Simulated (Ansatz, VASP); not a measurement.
# Ni: VASP beside Ansatz

```
Ni
1.0
     0.00000    1.76194    1.76194
     1.76194    0.00000    1.76194
     1.76194    1.76194    0.00000
Ni
1
Direct
  0.00000 0.00000 0.00000
```

Alike in both runs: task relaxation of cell and atoms; functional revPBE; k mesh 15 × 15 × 15; occupations fermi-dirac, width 0.1 eV; no spin polarisation.

|  | VASP | Ansatz |
| --- | --- | --- |
| version | VASP 6.6.1 | Ansatz 0.2.0 |
| potentials or method | VASP PAW PBE potentials, release 64 (Ni), cutoff 600 eV | plane waves (420 eV) with PAW, scalar-relativistic |
| valence electrons in the cell | 10 | 18 |

Ansatz gave:

- relaxed volume (Å³/atom): 11.08
- relaxed cell length with the largest relative difference (Å): 2.502

Problem. What did VASP give for the same quantities?

Solution. Relaxed volume (Å³/atom): 11.08; relaxed cell length with the largest relative difference (Å): 2.503.

VASP's potentials were made for PBE, not for revPBE. VASP's potentials hold 10 valence electrons a cell and Ansatz's 18, so a difference there can come from the potentials and not from the codes.
